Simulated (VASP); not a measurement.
Set up this calculation in VASP 6.6.1, as the native input.

```
Task                   : single point
Functional             : PBEsol
Potentials or basis    : VASP PAW PBE potentials, release 64 (Pt)
Cutoff                 : 520 eV
k mesh                 : 22 × 22 × 22
Occupations            : gaussian, width 0.15 eV
Spin                   : collinear spin
Starting moments       : [0.35] μB
Fixed moment           : 0.35 μB
Dipole correction      : no
Further INCAR settings : ALGO = Fast; EDIFF = 1e-06; NBANDS = 15
```

The structure of Pt lies in POSCAR:

```
Pt
1.0
    0.0000000000      1.9291443853      1.9291443853
    1.9291443853      0.0000000000      1.9291443853
    1.9291443853      1.9291443853      0.0000000000
Pt
1
Direct
    0.0000000000      0.0000000000      0.0000000000
```

These files were run (other wordings do the same):

INCAR

```
SYSTEM = Pt
ALGO = Fast
EDIFF = 1E-6
ENCUT = 520
GGA = PS
ISIF = 2
ISMEAR = 0
ISPIN = 2
LASPH = .True.
LCHARG = .False.
LMAXMIX = 4
LORBIT = 11
LREAL = .False.
LWAVE = .False.
MAGMOM = 0.35
NBANDS = 15
NELM = 150
NUPDOWN = 0.35
PREC = Accurate
SIGMA = 0.15
```

KPOINTS

```
k-points
0
Gamma
  22 22 22
  0 0 0
```

Potentials or basis: VASP PAW PBE potentials, release 64 (Pt).

Command:

```bash
$ cat potpaw_PBE.64/Pt/POTCAR > POTCAR
$ mpirun -np 1 vasp_std > vasp.out
```

Results of the run:

- Pressure: 15.4 GPa
- Net moment: 0.35 μB per cell
- Site moments: Pt +0.34 μB
- Valence electrons inside the program's atomic spheres: Pt 9.42

Caveat: the cell stands under pressure; the PAW data sets were made with another functional, which shifts forces and pressure a little; the total moment is fixed, so each spin has its own Fermi level.

Wall time 64 s on 1 thread of AMD EPYC 9R45 (Zen 5) (shared host), peak memory 0.18 GiB.
